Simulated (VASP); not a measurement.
Here is a VASP 6.6.1 calculation.

INCAR

```
SYSTEM = Te
PREC     = Accurate       ! precision mode
ENCUT    = 500            ! plane-wave cutoff, eV
EDIFF    = 1E-6           ! SCF threshold, eV
ISMEAR   = -1             ! smearing method
SIGMA    = 0.1            ! smearing width, eV
LREAL    = .FALSE.        ! projectors in reciprocal space
LASPH    = .TRUE.         ! aspherical terms in the spheres
NELM     = 120            ! most SCF steps
ALGO     = Normal         ! electronic algorithm
ISIF     = 2              ! what is computed and relaxed
LWAVE    = .FALSE.        ! write WAVECAR
LCHARG   = .FALSE.        ! write CHGCAR
GGA      = PE             ! functional
NBANDS   = 13             ! bands
GGA_COMPAT= .FALSE.
```

The input KPOINTS:

```
Automatic mesh
0
G
  4 4 4
  0 0 0
```

POSCAR

```
Te
1.0
   -3.5937720020      0.0000000000      3.5937720020
    0.0000000000      3.5937720020      3.5937720020
   -3.5937720020      3.5937720020      0.0000000000
Te
2
Direct
    0.0000000000      0.0000000000      0.0000000000
    0.2500000000      0.2500000000      0.2500000000
```

Potentials or basis: VASP PAW PBE potentials, release 64 (Te).

Run with:

```bash
$ cat potpaw_PBE.64/Te/POTCAR > POTCAR
$ mpirun -np 1 vasp_std > vasp.out
```

Q: Estimate the pressure.

A: 0.2 GPa.

Q: Predict the band gap on the k mesh.

A: Zero (band 6 reaches 3.49 eV, above the bottom of band 7 at 2.58 eV).

Caveat: the k points lie up to 0.38 Å⁻¹ apart; spin-orbit coupling is left out, which moves the levels of the heavy elements.
